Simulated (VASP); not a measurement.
ZnS: single point with PBEsol

**Measured values to compare with.**

From “Electronic, vibrational, and thermodynamic properties of ZnS (zincblende and rocksalt structure)”, 2009, arxiv:0911.5022, for a bulk crystal of ZnS at 19 K: band gap 3.85 eV (direct).

Crystal: ZnS.

```xyz
2
Lattice="0.0000 2.6778 2.6778 2.6778 0.0000 2.6778 2.6778 2.6778 0.0000" Properties=species:S:1:pos:R:3 pbc="T T T"
Zn    4.0167    4.0167    4.0167
S     0.0000    0.0000    0.0000
```

```
Program                : VASP 6.6.1
Task                   : single point
Functional             : PBEsol
Potentials or basis    : VASP PAW PBE potentials, release 64 (Zn, S)
Cutoff                 : 500 eV
k mesh                 : 9 × 9 × 9
Occupations            : fermi-dirac, width 0.05 eV
Spin                   : no spin polarisation
Dipole correction      : no
Further INCAR settings : ALGO = Normal; EDIFF = 1e-06; NBANDS = 16
```

The pressure is 0.2 GPa. The band gap on the k mesh is 2.09 eV.

Levels at points of the mesh, in eV from the valence-band top:
| k point | band 5 | band 6 | band 7 | band 8 | band 9 | band 10 | band 11 | band 12 | band 13 | band 14 |
| --- | --- | --- | --- | --- | --- | --- | --- | --- | --- | --- |
| (0.00, 0.00, 0.00) | -5.95 | -5.95 | 0.00 | 0.00 | 0.00 | 2.09 | 6.29 | 6.29 | 6.29 | 11.77 |

Wall time 29 s on 1 thread of AMD EPYC 7R13, on a shared host, peak memory 0.13 GiB.

Measured gap of ZnS: 3.85 eV (direct; 19 K; quoted in “Electronic, vibrational, and thermodynamic properties of ZnS (zincblende and rocksalt structure)”, 2009, arxiv:0911.5022). This calculation gives 2.09 eV (-1.76 eV). The value is that of PBEsol, without temperature or zero-point motion. Semilocal functionals fall short of measured gaps as a rule.

Caveat: the PAW data sets were made with another functional, which shifts forces and pressure a little.
